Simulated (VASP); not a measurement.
# CO4 in VASP: a series of runs, part 2 of 2

VASP 6.6.1.

### Step 5. Single point, PBE+D3(BJ), collinear spin

File INCAR:

```
SYSTEM = CO4
PREC = Accurate
ENCUT = 1000
EDIFF = 1E-6
ISMEAR = -1
SIGMA = 0.02
LREAL = Auto
LASPH = .True.
NELM = 200
ALGO = Normal
ISIF = 2
LWAVE = .False.
LCHARG = .True.
ISPIN = 2
MAGMOM = 1 1 1 1 1 1 0 0 0 0 0 0 0 0 0
LORBIT = 11
GGA = PE
IVDW = 12
LELF = .True.
LVHAR = .True.
NBANDS = 59
GGA_COMPAT = .False.
```

File KPOINTS:

```
regular mesh
0
Gamma
  1 1 1
  0 0 0
```

File POSCAR:

```
CO4
1.0
    7.1977620000      0.0000000000      0.0000000000
    0.0000000000      7.1977620000      0.0000000000
    0.0000000000      0.0000000000      7.1977620000
O C
12 3
Direct
    0.3364101230      0.3998048282      0.4409565084
    0.3729770448      0.5100752150      0.3212665270
   -0.1620642639      0.6016731312      0.5341243570
   -0.2050915271      0.7462319538      0.6089114922
    0.8020548609      0.1662739057      0.3172513901
    0.7104430516      0.2457430518      0.1994508849
    0.8088903190      0.0875966724      0.8488888630
    0.6499381335      0.3388692207      0.7212936466
    0.3772005798      0.7415916225      0.8633100122
    0.1196205154      0.5501849047      0.9159930545
    0.2377266712     -0.0003056506      0.4338987591
    0.2106349168      0.1278175077      0.7321581347
    0.7251976378      0.2143027235      0.7896621200
    0.2429921967      0.6429220638      0.8831078327
    0.2244725513      0.0604215588      0.5839176122
```

Started as:

```sh
$ cat potpaw_PBE.64/O_h/POTCAR potpaw_PBE.64/C_h/POTCAR > POTCAR
$ mpirun -np 1 vasp_gam > vasp.out
```

Run time: 2.4 min. Hardware: 1 thread of Intel Xeon 6975P-C (Granite Rapids), shared host; peak memory 1.3 GiB.

The run converged. Its results:

```yaml
Free_energy: -100.2249 eV
Pressure: 0.6 GPa
Largest_force: 6.268 eV/Å
Net_moment: 6.00 μB per cell
Site_moments: O +0.61, +0.62, +0.00 (each value once); C +0.00, -0.00 (each value once) μB
Valence_electrons_inside_the_program's_atomic_spheres: O 3.32, 3.31, 3.41, 3.43, 3.38, 3.44 (each value once); C 1.55, 1.54, 1.53
Dispersion_energy_per_atom: -0.035 eV
```

Forces on the atoms (eV/Å):
```
O   -0.279 -0.686  0.876
O    0.282  0.887 -0.945
O    0.229 -0.293 -0.341
O   -0.115  0.416  0.195
O    0.012 -0.015  0.049
O   -0.028  0.053  0.088
O   -0.318  0.187  0.068
O   -0.917  0.930 -0.249
O   -2.292 -1.647 -0.051
O   -2.804 -2.042  0.366
O    0.002 -0.304 -0.070
O    0.085 -0.351 -0.510
C    1.131 -1.309  0.235
C    5.093  3.640 -0.318
C   -0.079  0.533  0.607
```

Stress tensor (GPa, compression positive):
```
 0.22  0.03 -0.25
 0.03  1.06 -0.70
-0.25 -0.70  0.40
```

Levels at points of the mesh, in eV from the Fermi level:
Spin up:
| k point | band 41 | band 42 | band 43 | band 44 | band 45 | band 46 | band 47 | band 48 | band 49 | band 50 |
| --- | --- | --- | --- | --- | --- | --- | --- | --- | --- | --- |
| (0.00, 0.00, 0.00) | -0.74 | -0.65 | -0.63 | -0.52 | -0.47 | 4.40 | 5.58 | 5.78 | 5.81 | 5.84 |
Spin down:
```tsv
k point	band 35	band 36	band 37	band 38	band 39	band 40	band 41	band 42	band 43	band 44
(0.00, 0.00, 0.00)	-2.76	-2.71	-2.69	-2.62	-2.59	1.52	1.57	1.64	1.69	1.79
```

Caveat: the k points lie up to 0.87 Å⁻¹ apart, too coarse for converged energies, forces and pressures; the atoms stand as in a frame of molecular dynamics.

### Step 6. Single point, PBE+D3(BJ), collinear spin

File INCAR:

```
PREC     = Accurate       # precision mode
ENCUT    = 1000           # plane-wave cutoff, eV
EDIFF    = 1E-6           # SCF threshold, eV
ISMEAR   = -1             # smearing method
SIGMA    = 0.02           # smearing width, eV
LREAL    = Auto         
LASPH    = T              # aspherical terms in the spheres
NELM     = 200            # most SCF steps
ALGO     = Normal         # electronic algorithm
ISIF     = 2              # what is computed and relaxed
LWAVE    = F              # write WAVECAR
LCHARG   = F              # write CHGCAR
ISPIN    = 2              # spin polarisation
MAGMOM   = 1 1 1 1 1 1 0 0 0 0 0 0 0 0 0 # initial moments
LORBIT   = 11             # projections on sites
GGA      = PE             # functional
IVDW     = 12             # dispersion correction
NBANDS   = 59             # bands
GGA_COMPAT= F
```

File KPOINTS:

```
Automatic mesh
0
Gamma
  1 1 1
```

File POSCAR:

```
CO4
1.0
    7.1977620000      0.0000000000      0.0000000000
    0.0000000000      7.1977620000      0.0000000000
    0.0000000000      0.0000000000      7.1977620000
O C
12 3
Direct
    0.4120447439      0.4489728891      0.4004855954
    0.3696426750      0.5970466931      0.3322004812
   -0.1195927290      0.6578155821      0.5536582065
   -0.2483549748      0.7489967020      0.4869430248
    0.6937156299      0.1373204616      0.3504978353
    0.6752793438      0.2267788238      0.2070504693
    0.8308138002      0.0844290211      0.8517369705
    0.5929065173      0.2732377092      0.7342976886
    0.4101552677      0.7115684014      0.8692146253
    0.1610222733      0.5052125925      0.9193968903
    0.1877250179      0.0273974049      0.4855537041
    0.2694309703      0.1129378826      0.7898427317
    0.7068724973      0.1697749939      0.7878837894
    0.2876727516      0.6136907555      0.8966953895
    0.2330863399      0.0764404269      0.6352113337
```

Potentials or basis: VASP PAW PBE potentials, release 64 (O_h, C_h).

Started as:

```sh
$ cat potpaw_PBE.64/O_h/POTCAR potpaw_PBE.64/C_h/POTCAR > POTCAR
$ mpirun -np 1 vasp_gam > vasp.out
```

Wall time 6.6 min (1 thread of Intel Xeon Platinum 8375C at 2.90GHz (Ice Lake), shared host); peak memory 1.3 GiB.

Results (log left out):

```yaml
Free_energy: -100.1987 eV
Pressure: -0.6 GPa
Largest_force: 5.640 eV/Å
Net_moment: 6.00 μB per cell
Site_moments: O +0.62, +0.00 (each value once); C -0.00, +0.00 (each value once) μB
Valence_electrons_inside_the_program's_atomic_spheres: O 3.31, 3.30, 3.41, 3.43, 3.38, 3.40 (each value once); C 1.53
Dispersion_energy_per_atom: -0.035 eV
```

Forces on the atoms (eV/Å):
```
O   -0.004 -0.279  0.233
O   -0.135  0.377 -0.197
O   -0.728  0.509 -0.369
O    0.759 -0.547  0.411
O   -0.019  0.234 -0.414
O    0.091 -0.264  0.346
O   -0.630 -0.214 -0.525
O    0.242 -0.439 -0.144
O    1.759  1.539 -0.304
O    2.367  2.257 -0.318
O    0.396  0.478  0.482
O   -0.142  0.040 -0.543
C    0.759  0.770  0.625
C   -4.132 -3.792  0.596
C   -0.582 -0.669  0.121
```

Stress tensor (GPa, compression positive):
```
-0.55  0.04 -0.44
 0.04 -0.44  0.07
-0.44  0.07 -0.79
```

Levels at points of the mesh, in eV from the Fermi level:
Spin up:
```csv
k point,band 42,band 43,band 44,band 45,band 46,band 47,band 48,band 49
"(0.00, 0.00, 0.00)",-0.69,-0.65,-0.58,-0.48,4.42,5.44,5.68,5.80
```
Spin down:
| k point | band 36 | band 37 | band 38 | band 39 | band 40 | band 41 | band 42 | band 43 |
| --- | --- | --- | --- | --- | --- | --- | --- | --- |
| (0.00, 0.00, 0.00) | -2.60 | -2.56 | -2.47 | -2.32 | 1.52 | 1.59 | 1.61 | 1.65 |

Caveat: the k points lie up to 0.87 Å⁻¹ apart, too coarse for converged energies, forces and pressures; the atoms stand as in a frame of molecular dynamics.

### Step 7. The runs side by side

| cell | pressure (GPa) | moment (μB) | largest force (eV/Å) |
| --- | --- | --- | --- |
| as given, atomic positions A | 0.5 | 6.00 | 1.77 |
| as given, atomic positions B | -0.6 | 6.00 | 2.08 |
| as given, atomic positions C | 1.6 | 6.00 | 3.32 |
| as given, atomic positions D | 0.6 | 6.00 | 6.27 |
| as given, atomic positions E | -0.6 | 6.00 | 5.64 |

Alike in all rows: task single point; level PBE+D3(BJ); potentials or basis VASP PAW PBE potentials, release 64 (O_h, C_h); spin collinear; k mesh 1 × 1 × 1; cutoff (eV) 1000; smearing fermi-dirac 0.02 eV.

Caveats: all runs use coarse meshes; the atoms stand as in a frame of molecular dynamics (at least some runs).

Total energies depend on the potentials used, so only differences within one code and one set of settings carry meaning.
